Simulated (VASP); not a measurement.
Input of a VASP 6.6.1 run:

File INCAR:

```
ALGO = Normal ; EDIFF = 1E-7
EDIFFG = -0.01 ; ENCUT = 500
GGA = PE ; GGA_COMPAT = F
IBRION = 2 ; ISIF = 3
ISMEAR = 0 ; LASPH = T
LCHARG = F ; LREAL = F
LWAVE = F ; NELM = 120
NELMIN = 4 ; NSW = 100
PREC = Accurate ; SIGMA = 0.1
```

The input KPOINTS:

```
k-points
0
Gamma
  12 12 12
```

POSCAR

```
SnS3
1.0
    0.0000000000      3.3515493242      3.3515493242
    3.3515493242      0.0000000000      3.3515493242
    3.3515493242      3.3515493242      0.0000000000
Sn S
1 3
Direct
    0.5000000000      0.5000000000      0.5000000000
    0.0000000000      0.0000000000      0.0000000000
    0.2500000000      0.2500000000      0.2500000000
    0.7500000000      0.7500000000      0.7500000000
```

Potentials or basis: VASP PAW PBE potentials, release 64 (Sn_d, S).

Command:

```sh
$ cat potpaw_PBE.64/Sn_d/POTCAR potpaw_PBE.64/S/POTCAR > POTCAR
$ mpirun -np 1 vasp_std > vasp.out
```

Task: Estimate the space group after relaxing (to 0.1 Å).

Result: Fm-3m (No. 225).

Task: Estimate the relaxed volume.

Result: 18.54 Å³/atom.

The path:
```
step  energy change (eV)  largest force (eV/Å)  pressure (GPa)  volume (Å³)
   1              0.0000                0.0000           -1.00        75.30
   2             -0.0035                0.0000            0.13        74.02
   3             -0.0036                0.0000            0.00        74.17
```
